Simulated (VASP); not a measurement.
# NaF (Villiaumite) (I4/mmm) in VASP: further runs

NaF (Villiaumite) is run at these levels: r2SCAN; tasks: single point.

Everything below comes from runs of VASP 6.6.1. Logs are shortened: lines on timing, memory, paths and dates and some standing lists are left out, and cuts for length are marked.

### Step 1. The cell of the first run

Symmetry: I4/mmm, No. 139, tetragonal system. Conventional cell: a = 3.281 Å, b = 3.281 Å, c = 4.578 Å, α = 90.00°, β = 90.00°, γ = 90.00°. Na (site symmetry 4/mmm) has 6 F at 2.29 to 2.32 Å within 3.0 Å. F (site symmetry 4/mmm) has 6 Na at 2.29 to 2.32 Å within 3.0 Å.

### Step 2. Single point, r2SCAN (film at in-plane strain +0.01)

File POSCAR:

```
NaF
1.0
    2.3200422688      2.3200422688      0.0000000000
   -2.3200422688      2.3200422688      0.0000000000
    0.0000000000      2.3200422688      2.2887723310
Na F
1 1
Direct
    0.0000000000      0.0000000000      0.0000000000
    0.5000000000      0.5000000000      0.0000000000
```

File INCAR.step1:

```
SYSTEM = NaF
PREC = Accurate ; ENCUT = 520
ISMEAR = 0 ; SIGMA = 0.01
LREAL = .FALSE. ; LASPH = .TRUE.
NELM = 80 ; NBANDS = 14
GGA = PE ; ALGO = Normal
EDIFF = 1E-4 ; LWAVE = .TRUE.
LCHARG = .FALSE.
```

File INCAR.step2:

```
SYSTEM = NaF
PREC = Accurate ; ENCUT = 520
EDIFF = 1E-6 ; ISMEAR = 0
SIGMA = 0.01 ; LREAL = .FALSE.
LASPH = .TRUE. ; NELM = 80
ALGO = Normal ; ISIF = 2
LWAVE = .FALSE. ; LCHARG = .FALSE.
METAGGA = R2SCAN ; LMIXTAU = .TRUE.
NBANDS = 14 ; ISTART = 1
```

File KPOINTS:

```
regular mesh
0
G
  8 8 8
  0 0 0
```

Potentials or basis: VASP PAW PBE potentials, release 64 (Na_pv, F).

The run is started by

```sh
$ cat potpaw_PBE.64/Na_pv/POTCAR potpaw_PBE.64/F/POTCAR > POTCAR
$ cp INCAR.step1 INCAR
$ mpirun -np 1 vasp_std > vasp.out
$ cp INCAR.step2 INCAR
$ mpirun -np 1 vasp_std > vasp.out
```

OUTCAR:

```text
SYSTEM = NaF
   PREC = Accurate
   ENCUT = 520
   EDIFF = 1E-6
   ISMEAR = 0
   LREAL = .FALSE.
   LASPH = .TRUE.
   NELM = 80
   ISIF = 2
   METAGGA = R2SCAN
   ISTART = 1

 ion  position               nearest neighbor table
   1  0.000  0.000  0.000-   2 2.29   2 2.29   2 2.32   2 2.32   2 2.32   2 2.32
   2  0.500  0.500  0.000-   1 2.29   1 2.29   1 2.32   1 2.32   1 2.32   1 2.32

  LATTYP: Found a body centered tetragonal cell.
 ALAT       =     3.2810352418
 C/A-ratio  =     1.3951525432

  Lattice vectors:

 A1 = (   2.3200422688,   0.0000000000,  -2.2887723310)
 A2 = (  -2.3200422688,   0.0000000000,  -2.2887723310)
 A3 = (   0.0000000000,   2.3200422688,   2.2887723310)

Analysis of symmetry for initial positions (statically):
=====================================================================
 Subroutine PRICEL returns:
 Original cell was already a primitive cell.

 Routine SETGRP: Setting up the symmetry group for a
 body centered tetragonal supercell.

 Subroutine GETGRP returns: Found 16 space group operations
 (whereof 16 operations were pure point group operations)
 out of a pool of 16 trial point group operations.

The static configuration has the point symmetry D_4h.

Analysis of symmetry for dynamics (positions and initial velocities):
=====================================================================
 Subroutine PRICEL returns:
 Original cell was already a primitive cell.

 Routine SETGRP: Setting up the symmetry group for a
 body centered tetragonal supercell.

 Subroutine GETGRP returns: Found 16 space group operations
 (whereof 16 operations were pure point group operations)
 out of a pool of 16 trial point group operations.

The dynamic configuration has the point symmetry D_4h.

 Subroutine INISYM returns: Found 16 space group operations
 (whereof 16 operations are pure point group operations),
 and found     1 'primitive' translations

----------------------------------------------------------------------------------------

                                     Primitive cell

  volume of cell :      24.6391

  direct lattice vectors                    reciprocal lattice vectors
     2.320042269  2.320042269  0.000000000     0.215513315  0.215513315 -0.218457727
    -2.320042269  2.320042269  0.000000000    -0.215513315  0.215513315 -0.218457727
     0.000000000  2.320042269  2.288772331     0.000000000  0.000000000  0.436915453

  length of vectors
     3.281035242  3.281035242  3.258999066     0.374987675  0.374987675  0.436915453

  position of ions in fractional coordinates (direct lattice)
     0.000000000  0.000000000  0.000000000
     0.500000000  0.500000000  0.000000000

  ion indices of the primitive-cell ions
   primitive index   ion index
                 1           1
                 2           2

----------------------------------------------------------------------------------------

 KPOINTS: regular mesh

Automatic generation of k-mesh.
 Grid dimensions read from file:
 generate k-points for:    8    8    8

 Generating k-lattice:

  Cartesian coordinates                     Fractional coordinates (reciprocal lattice)
     0.026939164  0.026939164 -0.027307216     0.125000000  0.000000000  0.000000000
    -0.026939164  0.026939164 -0.027307216     0.000000000  0.125000000  0.000000000
     0.000000000  0.000000000  0.054614432     0.000000000  0.000000000  0.125000000

  Length of vectors
     0.046873459  0.046873459  0.054614432

  Shift w.r.t. Gamma in fractional coordinates (k-lattice)
     0.000000000  0.000000000  0.000000000

 Subroutine IBZKPT returns following result:
 ===========================================

 Found     59 irreducible k-points:

 Following reciprocal coordinates:
            Coordinates               Weight
  0.000000  0.000000  0.000000      1.000000
  0.125000  0.000000  0.000000      8.000000
  0.250000  0.000000  0.000000      8.000000
  0.375000  0.000000  0.000000      8.000000
  0.500000  0.000000  0.000000      4.000000
  0.125000  0.125000  0.000000      8.000000
[... 16 lines left out ...]
  0.250000  0.000000  0.125000      4.000000
  0.375000  0.000000  0.125000      8.000000
 [... further k-points ...]
   k-points           NKPTS =     59   k-points in BZ     NKDIM =     59   number of bands    NBANDS=     14
   number of dos      NEDOS =    301   number of ions     NIONS =      2
   total plane-waves  NPLWV =  13824
   dimension x,y,z NGX =    24 NGY =   24 NGZ =   24
   dimension x,y,z NGXF=    48 NGYF=   48 NGZF=   48
   ions per type =               1   1
   NGX,Y,Z   is equivalent  to a cutoff of  12.16, 12.16, 12.24 a.u.
   NGXF,Y,Z  is equivalent  to a cutoff of  24.32, 24.32, 24.49 a.u.
 SYSTEM =  NaF
   PREC   = accura    normal or accurate (medium, high low for compatibility)
   ISTART =      1    job   : 0-new  1-cont  2-samecut
   ICHARG =      0    charge: 1-file 2-atom 10-const
   ISPIN  =      1    spin polarized calculation?
   LNONCOLLINEAR =      F non collinear calculations
   LSORBIT =      F    spin-orbit coupling
   LASPH  =      T    aspherical Exc in radial PAW
   ENCUT  =  520.0 eV  38.22 Ry    6.18 a.u.   6.10  6.10  6.06*2*pi/ulx,y,z
   NELM   =     80;   NELMIN=  2; NELMDL=  0     # of ELM steps
   EDIFF  = 0.1E-05   stopping-criterion for ELM
   LREAL  =      F    real-space projection
   EDIFFG = 0.1E-04   stopping-criterion for IOM
   NSW    =      0    number of steps for IOM
   IBRION =     -1    ionic relax: 0-MD 1-quasi-New 2-CG
   NFREE  =      0    steps in history (QN), initial steepest desc. (CG)
   ISIF   =      2    stress and relaxation
   ISYM   =      2    0-nonsym 1-usesym 2-fastsym
   POTIM  = 0.5000    time-step for ionic-motion
   TEBEG  =    0.0;   TEEND  =   0.0 temperature during run
   PSTRESS=    0.0 pullay stress
   NELECT =      14.0000    total number of electrons
   NUPDOWN=      -1.0000    fix difference up-down
   EMIN   =  10.00;   EMAX   =-10.00  energy-range for DOS
   EFERMI =   0.00;   METHOD = LEGACY
   ISMEAR =     0;   SIGMA  =   0.01  broadening in eV -4-tet -1-fermi 0-gaus
   EFERMI_NEDOS =   21; number of points for ismear=-14 and -15
   IALGO  =     38    algorithm
   IMIX   =      4    mixing-type and parameters
     AMIX     =   0.40;   BMIX     =  1.00
     AMIX_MAG =   1.60;   BMIX_MAG =  1.00
  volume/ion in A,a.u.               =      12.32        83.14
  Fermi-wavevector in a.u.,A,eV,Ry     =   1.355947  2.562368 25.015566  1.838592
  Thomas-Fermi vector in A             =   2.482992
   LORBIT       =      0    0 simple, 1 ext, 2 COOP (PROOUT), +10 PAW based schemes
   METAGGA = R2SCAN    functional components
   LHFCALC =     F    Hartree Fock is set to
   AEXX    =    0.0000 exact exchange contribution
   IVDW    =     0    specifies the selected vdW correction
   LEPSILON=     F    determine dielectric tensor
   LRPA    =     F    only Hartree local field effects (RPA)
 non-spin polarized calculation
 Gauss-broadening in eV      SIGMA  =   0.01
  energy-cutoff  :      520.00
  volume of cell :       24.64
 maximum number of plane-waves:       676
   NGX = 13   NGY = 13   NGZ = 13

 number of electron      13.9999985 magnetization

 Free energy of the ion-electron system (eV)
  ---------------------------------------------------
  ext. energy  EPLUGINS =         0.00000000
  ---------------------------------------------------
  free energy    TOTEN  =       -12.59967334 eV

  energy without entropy =      -12.59967334  energy(sigma->0) =      -12.59967334

 E-fermi :  -2.6403     XC(G=0):  -9.8239

 val. band max:       -2.6833246133   @ k =   0.0000   0.0000   0.0000
 cond. band min:       4.5433125988   @ k =   0.0000   0.0000   0.0000
 fundamental gap:      7.2266372121
 Fermi energy:        -2.6402545910

 k-point     1 :       0.0000    0.0000    0.0000
  band No.  band energies     occupation
      1     -22.9958      2.00000
      2     -22.1559      2.00000
      3     -22.1557      2.00000
      4     -22.1524      2.00000
      5      -2.6842      2.00000
      6      -2.6842      2.00000
      7      -2.6833      2.00000
      8       4.5433      0.00000
      9      17.1415      0.00000
     10      17.1423      0.00000
     11      17.2350      0.00000
     12      19.8441      0.00000
     13      22.2679      0.00000
     14      22.6748      0.00000

 k-point     2 :       0.1250    0.0000    0.0000
  band No.  band energies     occupation
      1     -23.0770      2.00000
      2     -22.1577      2.00000
      3     -22.1552      2.00000
      4     -22.0538      2.00000
      5      -2.9683      2.00000
      6      -2.7254      2.00000
      7      -2.7232      2.00000
      8       5.0878      0.00000
      9      15.3909      0.00000
     10      17.4102      0.00000
     11      17.4822      0.00000
     12      21.8317      0.00000
     13      21.9575      0.00000
     14      22.2059      0.00000

 k-point     3 :       0.2500    0.0000    0.0000
  band No.  band energies     occupation
      1     -23.2251      2.00000
      2     -22.1623      2.00000
      3     -22.1586      2.00000
      4     -21.8575      2.00000
      5      -3.5599      2.00000
      6      -2.8233      2.00000
      7      -2.8174      2.00000
      8       6.4190      0.00000
      9      13.3356      0.00000
     10      18.0480      0.00000
     11      18.1669      0.00000
     12      21.2327      0.00000
     13      21.5367      0.00000
     14      23.1191      0.00000

 k-point     4 :       0.3750    0.0000    0.0000
  band No.  band energies     occupation
      1     -23.3391      2.00000
      2     -22.1669      2.00000
      3     -22.1619      2.00000
      4     -21.6946      2.00000
      5      -4.0640      2.00000
      6      -2.9193      2.00000
      7      -2.9100      2.00000
      8       7.9983      0.00000
      9      11.7352      0.00000
     10      18.5710      0.00000
     11      18.7856      0.00000
     12      21.1162      0.00000
     13      21.3310      0.00000
     14      22.6148      0.00000

 k-point     5 :       0.5000    0.0000    0.0000
  band No.  band energies     occupation
      1     -23.3800      2.00000
      2     -22.1688      2.00000
      3     -22.1633      2.00000
      4     -21.6329      2.00000
      5      -4.2551      2.00000
      6      -2.9586      2.00000
      7      -2.9479      2.00000
      8       9.0065      0.00000
      9      10.8147      0.00000
     10      18.7070      0.00000
     11      18.9714      0.00000
[... 276 lines left out ...]
 k-point    22 :       0.0000    0.0000    0.1250
  band No.  band energies     occupation
      1     -23.0946      2.00000
      2     -22.1637      2.00000
      3     -22.1635      2.00000
      4     -22.0180      2.00000
      5      -3.0213      2.00000
      6      -2.7527      2.00000
      7      -2.7527      2.00000
      8       5.2665      0.00000
      9      15.1262      0.00000
     10      17.3664      0.00000
     11      17.3672      0.00000
     12      21.0958      0.00000
     13      22.6933      0.00000
     14      22.8591      0.00000

 k-point    23 :       0.2500    0.0000    0.1250
  band No.  band energies     occupation
      1     -23.1469      2.00000
      2     -22.1683      2.00000
      3     -22.1569      2.00000
      4     -21.9525      2.00000
      5      -3.2859      2.00000
      6      -2.8271      2.00000
      7      -2.7747      2.00000
      8       5.8785      0.00000
      9      14.1694      0.00000
     10      17.3861      0.00000
     11      18.0226      0.00000
     12      20.7202      0.00000
     13      22.0897      0.00000
     14      23.7730      0.00000

 k-point    24 :       0.3750    0.0000    0.1250
  band No.  band energies     occupation
      1     -23.2414      2.00000
      2     -22.1802      2.00000
      3     -22.1615      2.00000
      4     -21.8095      2.00000
      5      -3.7443      2.00000
      6      -2.9721      2.00000
      7      -2.8706      2.00000
      8       7.2843      0.00000
      9      12.7161      0.00000
     10      17.2466      0.00000
     11      18.9481      0.00000
     12      20.0992      0.00000
     13      21.3993      0.00000
     14      24.5027      0.00000

 [... further k-points ...]

------------------------ aborting loop because EDIFF is reached ----------------------------------------

  FORCE on cell =-STRESS in cart. coord.  units (eV):
  Direction    XX          YY          ZZ          XY          YZ          ZX
  --------------------------------------------------------------------------------------
  -------------------------------------------------------------------------------------
  Total       -0.2808345     -0.2808345     -0.1214978      0.0000000      0.0000000      0.0000000
  in kB      -18.2615065    -18.2615065     -7.9004996      0.0000000      0.0000000      0.0000000
  external PRESSURE =     -14.8078375 kB  Pullay stress =       0.0000000 kB

 VOLUME and BASIS-vectors are now :
 -----------------------------------------------------------------------------
  energy-cutoff  :      520.00
  volume of cell :       24.64
      direct lattice vectors                 reciprocal lattice vectors
     2.320042269  2.320042269  0.000000000     0.215513315  0.215513315 -0.218457727
    -2.320042269  2.320042269  0.000000000    -0.215513315  0.215513315 -0.218457727
     0.000000000  2.320042269  2.288772331     0.000000000  0.000000000  0.436915453

 POSITION                                       TOTAL-FORCE (eV/Angst)
 -----------------------------------------------------------------------------------
      0.00000      0.00000      0.00000         0.000000      0.000000      0.000000
      0.00000      2.32004      0.00000        -0.000000      0.000000      0.000000
 -----------------------------------------------------------------------------------
    total drift:                                0.000000     -0.000000     -0.000000

  FREE ENERGIE OF THE ION-ELECTRON SYSTEM (eV)
  ---------------------------------------------------
  free  energy   TOTEN  =       -12.5996733438 eV

  energy  without entropy=      -12.5996733438  energy(sigma->0) =      -12.59967334
```

Wall time 28 s (1 thread of AMD EPYC 9R45 (Zen 5), shared host); peak memory 0.11 GiB.

Results:

* Free energy: -12.5997 eV
* Pressure: -1.5 GPa
* Band gap on the k mesh: 7.23 eV, direct

Stress tensor (GPa, compression positive):
```
-1.83  0.00  0.00
 0.00 -1.83  0.00
 0.00  0.00 -0.79
```

Levels at points of the mesh, in eV from the valence-band top:
```tsv
k point	band 5	band 6	band 7	band 8	band 9	band 10
(0.00, 0.00, 0.00)	0.00	0.00	0.00	7.23	19.82	19.83
(0.50, 0.00, 0.00)	-1.57	-0.28	-0.26	11.69	13.50	21.39
(0.50, 0.50, 0.00)	-1.29	-0.41	-0.39	14.00	14.08	14.93
(0.00, 0.00, 0.50)	-1.26	-0.42	-0.42	13.86	14.27	14.97
```

Caveat: the cell differs from its parent crystal (film at in-plane strain +0.01); the PAW data sets were made with another functional, which shifts forces and pressure a little.

[end of part 1 of 2]
